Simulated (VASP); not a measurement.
# TePb4Se3 (I4/mmm) in VASP: notebook

TePb4Se3 is run at these levels: PBE; tasks: single point.

All numbers are computed with VASP 6.6.1; they aren't measurements. Logs are shortened: lines on timing, memory, paths and dates and some standing lists are left out, and cuts for length are marked.

### Step 1. The cell of the first run

Symmetry: I4/mmm, No. 139, tetragonal system. The conventional cell has a = 6.321 Å, b = 6.321 Å, c = 12.607 Å, α = 90.00°, β = 90.00°, γ = 90.00°. Within 4.2 Å of Te (site symmetry 4/mmm) lie 6 Pb at 3.16 to 3.26 Å. Within 4.1 Å of Pb (site symmetry mmm) lie 4 Se at 3.15 to 3.16 Å and 2 Te at 3.16 Å. Within 4.0 Å of Pb (site symmetry 4mm) lie 5 Se at 3.05 to 3.16 Å and 1 Te at 3.26 Å. Within 4.1 Å of Se (site symmetry -4m2) lie 6 Pb at 3.15 to 3.16 Å. Se (site symmetry 4/mmm) has 6 Pb at 3.05 to 3.16 Å within 4.0 Å.

### Step 2. Single point, PBE

File INCAR:

```
SYSTEM = TePb4Se3
ALGO = Normal
EDIFF = 1E-7
ENCUT = 520
GGA = PE
ISIF = 2
ISMEAR = 0
LASPH = .TRUE.
LCHARG = .FALSE.
LREAL = .FALSE.
LWAVE = .FALSE.
NBANDS = 50
NELM = 100
PREC = Accurate
SIGMA = 0.1
```

File KPOINTS:

```
k-points
0
G
  4 4 4
  0 0 0
```

File POSCAR:

```
TePb4Se3
1.0
   -3.1607114000      3.1607114000      6.3037187000
    3.1607114000     -3.1607114000      6.3037187000
    3.1607114000      3.1607114000     -6.3037187000
Te Pb Se
1 4 3
Direct
    0.5000000000      0.5000000000      0.0000000000
    0.0000000000      0.5000000000      0.5000000000
    0.7583580000      0.7583580000      0.0000000000
    0.5000000000      0.0000000000      0.5000000000
    0.2416420000      0.2416420000      0.0000000000
    0.7500000000      0.2500000000      0.5000000000
    0.2500000000      0.7500000000      0.5000000000
    0.0000000000      0.0000000000      0.0000000000
```

Potentials or basis: VASP PAW PBE potentials, release 64 (Te, Pb_d, Se).

The run is started by

```console
$ cat potpaw_PBE.64/Te/POTCAR potpaw_PBE.64/Pb_d/POTCAR potpaw_PBE.64/Se/POTCAR > POTCAR
$ mpirun -np 1 vasp_std > vasp.out
```

OUTCAR:

```text
SYSTEM = TePb4Se3
   EDIFF = 1E-7
   ENCUT = 520
   GGA = PE
   ISIF = 2
   ISMEAR = 0
   LASPH = .TRUE.
   LREAL = .FALSE.
   NELM = 100
   PREC = Accurate

 ion  position               nearest neighbor table
   1  0.500  0.500  0.000-   2 3.16   4 3.16   4 3.16   2 3.16   3 3.26   5 3.26
   2  0.000  0.500  0.500-   6 3.15   7 3.15   1 3.16   8 3.16   8 3.16   1 3.16
   3  0.758  0.758  0.000-   8 3.05   7 3.16   6 3.16   6 3.16   7 3.16   1 3.26
   4  0.500  0.000  0.500-   6 3.15   7 3.15   1 3.16   8 3.16   1 3.16   8 3.16
   5  0.242  0.242  0.000-   8 3.05   7 3.16   6 3.16   6 3.16   7 3.16   1 3.26
   6  0.750  0.250  0.500-   2 3.15   4 3.15   3 3.16   5 3.16   3 3.16   5 3.16
   7  0.250  0.750  0.500-   2 3.15   4 3.15   3 3.16   5 3.16   3 3.16   5 3.16
   8  0.000  0.000  0.000-   3 3.05   5 3.05   4 3.16   2 3.16   2 3.16   4 3.16

  LATTYP: Found a body centered tetragonal cell.
 ALAT       =     6.3214228000
 C/A-ratio  =     1.9943986977

  Lattice vectors:

 A1 = (  -3.1607114000,   3.1607114000,   6.3037187000)
 A2 = (   3.1607114000,  -3.1607114000,   6.3037187000)
 A3 = (   3.1607114000,   3.1607114000,  -6.3037187000)

Analysis of symmetry for initial positions (statically):
=====================================================================
 Subroutine PRICEL returns:
 Original cell was already a primitive cell.

 Routine SETGRP: Setting up the symmetry group for a
 body centered tetragonal supercell.

 Subroutine GETGRP returns: Found 16 space group operations
 (whereof 16 operations were pure point group operations)
 out of a pool of 16 trial point group operations.

The static configuration has the point symmetry D_4h.

Analysis of symmetry for dynamics (positions and initial velocities):
=====================================================================
 Subroutine PRICEL returns:
 Original cell was already a primitive cell.

 Routine SETGRP: Setting up the symmetry group for a
 body centered tetragonal supercell.

 Subroutine GETGRP returns: Found 16 space group operations
 (whereof 16 operations were pure point group operations)
 out of a pool of 16 trial point group operations.

The dynamic configuration has the point symmetry D_4h.

 Subroutine INISYM returns: Found 16 space group operations
 (whereof 16 operations are pure point group operations),
 and found     1 'primitive' translations

----------------------------------------------------------------------------------------

                                     Primitive cell

  volume of cell :     251.8990

  direct lattice vectors                    reciprocal lattice vectors
    -3.160711400  3.160711400  6.303718700     0.000000000  0.158192235  0.079318260
     3.160711400 -3.160711400  6.303718700     0.158192235  0.000000000  0.079318260
     3.160711400  3.160711400 -6.303718700     0.158192235  0.158192235  0.000000000

  length of vectors
     7.727681577  7.727681577  7.727681577     0.176963752  0.176963752  0.223717604

  position of ions in fractional coordinates (direct lattice)
     0.500000000  0.500000000  0.000000000
     0.000000000  0.500000000  0.500000000
     0.758358000  0.758358000  0.000000000
     0.500000000  0.000000000  0.500000000
     0.241642000  0.241642000  0.000000000
     0.750000000  0.250000000  0.500000000
     0.250000000  0.750000000  0.500000000
     0.000000000  0.000000000  0.000000000

  ion indices of the primitive-cell ions
   primitive index   ion index
                 1           1
                 2           2
                 3           3
                 4           4
                 5           5
                 6           6
                 7           7
                 8           8

----------------------------------------------------------------------------------------

 KPOINTS: k-points

Automatic generation of k-mesh.
 Grid dimensions read from file:
 generate k-points for:    4    4    4

 Generating k-lattice:

  Cartesian coordinates                     Fractional coordinates (reciprocal lattice)
     0.000000000  0.039548059  0.019829565     0.250000000  0.000000000  0.000000000
     0.039548059  0.000000000  0.019829565     0.000000000  0.250000000  0.000000000
     0.039548059  0.039548059  0.000000000     0.000000000  0.000000000  0.250000000

  Length of vectors
     0.044240938  0.044240938  0.055929401

  Shift w.r.t. Gamma in fractional coordinates (k-lattice)
     0.000000000  0.000000000  0.000000000

 Subroutine IBZKPT returns following result:
 ===========================================

 Found     13 irreducible k-points:

 Following reciprocal coordinates:
            Coordinates               Weight
  0.000000  0.000000  0.000000      1.000000
  0.250000  0.000000  0.000000      8.000000
  0.500000  0.000000  0.000000      4.000000
  0.250000  0.250000  0.000000      8.000000
  0.500000  0.250000 -0.000000     16.000000
 -0.250000  0.250000  0.000000      4.000000
  0.500000  0.500000  0.000000      2.000000
  0.250000  0.250000  0.250000      2.000000
 -0.250000  0.250000  0.250000      4.000000
  0.500000  0.500000  0.250000      4.000000
 -0.250000  0.500000  0.250000      8.000000
 -0.250000 -0.250000  0.250000      2.000000
  0.500000  0.500000  0.500000      1.000000
   k-points           NKPTS =     13   k-points in BZ     NKDIM =     13   number of bands    NBANDS=     50
   number of dos      NEDOS =    301   number of ions     NIONS =      8
   total plane-waves  NPLWV = 216000
   dimension x,y,z NGX =    60 NGY =   60 NGZ =   60
   dimension x,y,z NGXF=   120 NGYF=  120 NGZF=  120
   ions per type =               1   4   3
   NGX,Y,Z   is equivalent  to a cutoff of  12.91, 12.91, 12.91 a.u.
   NGXF,Y,Z  is equivalent  to a cutoff of  25.82, 25.82, 25.82 a.u.
 SYSTEM =  TePb4Se3
   PREC   = accura    normal or accurate (medium, high low for compatibility)
   ISTART =      0    job   : 0-new  1-cont  2-samecut
   ICHARG =      2    charge: 1-file 2-atom 10-const
   ISPIN  =      1    spin polarized calculation?
   LNONCOLLINEAR =      F non collinear calculations
   LSORBIT =      F    spin-orbit coupling
   LASPH  =      T    aspherical Exc in radial PAW
   ENCUT  =  520.0 eV  38.22 Ry    6.18 a.u.  14.37 14.37 14.37*2*pi/ulx,y,z
   NELM   =    100;   NELMIN=  2; NELMDL= -5     # of ELM steps
   EDIFF  = 0.1E-06   stopping-criterion for ELM
   LREAL  =      F    real-space projection
   EDIFFG = 0.1E-05   stopping-criterion for IOM
   NSW    =      0    number of steps for IOM
   IBRION =     -1    ionic relax: 0-MD 1-quasi-New 2-CG
   NFREE  =      0    steps in history (QN), initial steepest desc. (CG)
   ISIF   =      2    stress and relaxation
   ISYM   =      2    0-nonsym 1-usesym 2-fastsym
   POTIM  = 0.5000    time-step for ionic-motion
   TEBEG  =    0.0;   TEEND  =   0.0 temperature during run
   PSTRESS=    0.0 pullay stress
   NELECT =      80.0000    total number of electrons
   NUPDOWN=      -1.0000    fix difference up-down
   EMIN   =  10.00;   EMAX   =-10.00  energy-range for DOS
   EFERMI =   0.00;   METHOD = LEGACY
   ISMEAR =     0;   SIGMA  =   0.10  broadening in eV -4-tet -1-fermi 0-gaus
   EFERMI_NEDOS =   21; number of points for ismear=-14 and -15
   IALGO  =     38    algorithm
   IMIX   =      4    mixing-type and parameters
     AMIX     =   0.40;   BMIX     =  1.00
     AMIX_MAG =   1.60;   BMIX_MAG =  1.00
  volume/ion in A,a.u.               =      31.49       212.49
  Fermi-wavevector in a.u.,A,eV,Ry     =   1.116939  2.110708 16.973975  1.247552
  Thomas-Fermi vector in A             =   2.253557
   LORBIT       =      0    0 simple, 1 ext, 2 COOP (PROOUT), +10 PAW based schemes
   GGA     = PE    functional components
   LHFCALC =     F    Hartree Fock is set to
   AEXX    =    0.0000 exact exchange contribution
   IVDW    =     0    specifies the selected vdW correction
   LEPSILON=     F    determine dielectric tensor
   LRPA    =     F    only Hartree local field effects (RPA)
 non-spin polarized calculation
 Gauss-broadening in eV      SIGMA  =   0.10
  energy-cutoff  :      520.00
  volume of cell :      251.90
 maximum number of plane-waves:      6816
 NGX is ok and might be reduce to    60

 number of electron      80.0000000 magnetization

 Free energy of the ion-electron system (eV)
  ---------------------------------------------------
  ext. energy  EPLUGINS =         0.00000000
  ---------------------------------------------------
  free energy    TOTEN  =       -31.92398406 eV

  energy without entropy =      -31.92356259  energy(sigma->0) =      -31.92377332

 E-fermi :   4.8078     XC(G=0):  -9.2353

 val. band max:        4.6617988576   @ k =   0.5000   0.5000   0.0000
 cond. band min:       4.9536647764   @ k =   0.5000   0.5000   0.0000
 fundamental gap:      0.2918659188
 Fermi energy:         4.8078299755

 k-point     1 :       0.0000    0.0000    0.0000
  band No.  band energies     occupation
      1     -12.2074      2.00000
      2     -12.1951      2.00000
      3     -12.1769      2.00000
      4     -12.1448      2.00000
      5     -12.1339      2.00000
      6     -12.1326      2.00000
[... 42 lines left out ...]
     49       9.4698      0.00000
     50       9.4698      0.00000

 k-point     2 :       0.2500    0.0000    0.0000
  band No.  band energies     occupation
      1     -12.1934      2.00000
      2     -12.1869      2.00000
      3     -12.1696      2.00000
      4     -12.1397      2.00000
      5     -12.1383      2.00000
      6     -12.1345      2.00000
[... 42 lines left out ...]
     49       9.0072      0.00000
     50       9.0477      0.00000

 k-point     3 :       0.5000    0.0000    0.0000
  band No.  band energies     occupation
      1     -12.1779      2.00000
      2     -12.1728      2.00000
      3     -12.1579      2.00000
      4     -12.1516      2.00000
      5     -12.1361      2.00000
      6     -12.1343      2.00000
[... 519 lines left out ...]
     49       9.3060      0.00000
     50       9.5608      0.00000

 k-point    13 :       0.5000    0.5000    0.5000
  band No.  band energies     occupation
      1     -12.2187      2.00000
      2     -12.1986      2.00000
      3     -12.1602      2.00000
      4     -12.1538      2.00000
      5     -12.1424      2.00000
      6     -12.1424      2.00000
[... 42 lines left out ...]
     49       9.1245      0.00000
     50       9.3721      0.00000

------------------------ aborting loop because EDIFF is reached ----------------------------------------

  FORCE on cell =-STRESS in cart. coord.  units (eV):
  Direction    XX          YY          ZZ          XY          YZ          ZX
  --------------------------------------------------------------------------------------
  -------------------------------------------------------------------------------------
  Total        0.1764041      0.1764041     -0.3691007      0.0000000      0.0000000      0.0000000
  in kB        1.1220000      1.1220000     -2.3476264      0.0000000      0.0000000      0.0000000
  external PRESSURE =      -0.0345421 kB  Pullay stress =       0.0000000 kB

 VOLUME and BASIS-vectors are now :
 -----------------------------------------------------------------------------
  energy-cutoff  :      520.00
  volume of cell :      251.90
      direct lattice vectors                 reciprocal lattice vectors
    -3.160711400  3.160711400  6.303718700     0.000000000  0.158192235  0.079318260
     3.160711400 -3.160711400  6.303718700     0.158192235  0.000000000  0.079318260
     3.160711400  3.160711400 -6.303718700     0.158192235  0.158192235  0.000000000

 POSITION                                       TOTAL-FORCE (eV/Angst)
 -----------------------------------------------------------------------------------
      0.00000      0.00000      6.30372        -0.000000     -0.000000     -0.000000
      3.16071      0.00000      0.00000        -0.000000     -0.000000     -0.000000
      0.00000      0.00000      9.56095         0.000000      0.000000     -0.009747
      0.00000      3.16071      0.00000        -0.000000     -0.000000     -0.000000
      0.00000      0.00000      3.04649         0.000000      0.000000      0.009747
      0.00000      3.16071      3.15186        -0.000000     -0.000000      0.000000
      3.16071      0.00000      3.15186        -0.000000     -0.000000      0.000000
      0.00000      0.00000      0.00000        -0.000000     -0.000000     -0.000000
 -----------------------------------------------------------------------------------
    total drift:                                0.000000      0.000000     -0.000000

  FREE ENERGIE OF THE ION-ELECTRON SYSTEM (eV)
  ---------------------------------------------------
  free  energy   TOTEN  =       -31.9239840575 eV

  energy  without entropy=      -31.9235625895  energy(sigma->0) =      -31.92377332
```

It took 11 min on 1 thread of AMD EPYC 7R43 (Zen 3), shared host; peak memory 0.5 GiB.

What came out:

```yaml
Free_energy: -31.9240 eV
Pressure: 0.0 GPa
Largest_force: 0.010 eV/Å
Band_gap_on_the_k_mesh: 0.29 eV
```

Forces on the atoms (eV/Å):
```
Te   0.000  0.000  0.000
Pb   0.000  0.000  0.000
Pb   0.000  0.000 -0.010
Pb   0.000  0.000  0.000
Pb   0.000  0.000  0.010
Se   0.000  0.000  0.000
Se   0.000  0.000  0.000
Se   0.000  0.000  0.000
```

Caveat: spin-orbit coupling is left out, which moves the levels of the heavy elements. A k mesh can miss the band edges.

### Step 3. Single point, PBE

This run uses another cell than the first one, of the same volume but with other edges.

File INCAR:

```
ALGO     = Normal         # electronic algorithm
EDIFF    = 1E-6           # SCF threshold, eV
ENCUT    = 520            # plane-wave cutoff, eV
GGA      = PE             # functional
ISIF     = 2              # what is computed and relaxed
ISMEAR   = 0              # smearing method
LASPH    = True           # aspherical terms in the spheres
LCHARG   = True           # write CHGCAR
LELF     = True           # ELF
LREAL    = False          # projectors in reciprocal space
LVHAR    = True         
LWAVE    = False          # write WAVECAR
NBANDS   = 50             # bands
NELM     = 60             # most SCF steps
PREC     = Accurate       # precision mode
SIGMA    = 0.2            # smearing width, eV
```

File KPOINTS:

```
k-points
0
Gamma
  4 4 4
```

File POSCAR:

```
TePb4Se3
1.0
    6.3214228000      0.0000000000      0.0000000000
    0.0000000000      6.3214228000      0.0000000000
   -3.1607114000     -3.1607114000      6.3037187000
Te Pb Se
1 4 3
Direct
    0.5000000000      0.5000000000      0.0000000000
    0.5000000000      0.0000000000      0.0000000000
    0.7583580000      0.7583580000      0.5167160000
    0.0000000000      0.5000000000      0.0000000000
    0.2416420000      0.2416420000      0.4832840000
    0.2500000000      0.7500000000      0.5000000000
    0.7500000000      0.2500000000      0.5000000000
    0.0000000000      0.0000000000      0.0000000000
```

Potentials or basis: VASP PAW PBE potentials, release 64 (Te, Pb_d, Se).

The run is started by

```console
$ cat potpaw_PBE.64/Te/POTCAR potpaw_PBE.64/Pb_d/POTCAR potpaw_PBE.64/Se/POTCAR > POTCAR
$ mpirun -np 1 vasp_std > vasp.out
```

It took 7.2 min on 1 thread of AMD EPYC 7R43 (Zen 3), shared host; peak memory 0.42 GiB.

Results (log left out):

* Free energy: -31.9254 eV
* Pressure: 0.0 GPa
* Largest force: 0.008 eV/Å
* Band gap on the k mesh: 0.29 eV

Forces on the atoms (eV/Å):
```
Te   0.000  0.000  0.000
Pb   0.000  0.000  0.000
Pb   0.000  0.000 -0.008
Pb   0.000  0.000  0.000
Pb   0.000  0.000  0.008
Se   0.000  0.000  0.000
Se   0.000  0.000  0.000
Se   0.000  0.000  0.000
```

Stress tensor (GPa, compression positive):
```
 0.10  0.00  0.00
 0.00  0.10  0.00
 0.00  0.00 -0.24
```

Levels at points of the mesh, in eV from the valence-band top:
| k point | band 37 | band 38 | band 39 | band 40 | band 41 | band 42 | band 43 | band 44 |
| --- | --- | --- | --- | --- | --- | --- | --- | --- |
| (0.00, 0.00, 0.00) | -1.56 | -1.56 | -0.72 | -0.48 | 1.78 | 1.87 | 3.72 | 4.30 |
| (0.50, 0.00, 0.00) | -1.23 | -1.05 | -0.81 | -0.54 | 1.59 | 1.65 | 1.94 | 2.01 |
| (0.50, 0.50, 0.00) | -0.77 | -0.55 | -0.11 | 0.00 | 0.29 | 0.50 | 1.45 | 1.47 |
| (0.00, 0.00, 0.50) | -2.22 | -2.22 | -1.46 | -1.41 | 2.31 | 2.40 | 3.68 | 3.68 |

Caveat: spin-orbit coupling is left out, which moves the levels of the heavy elements.
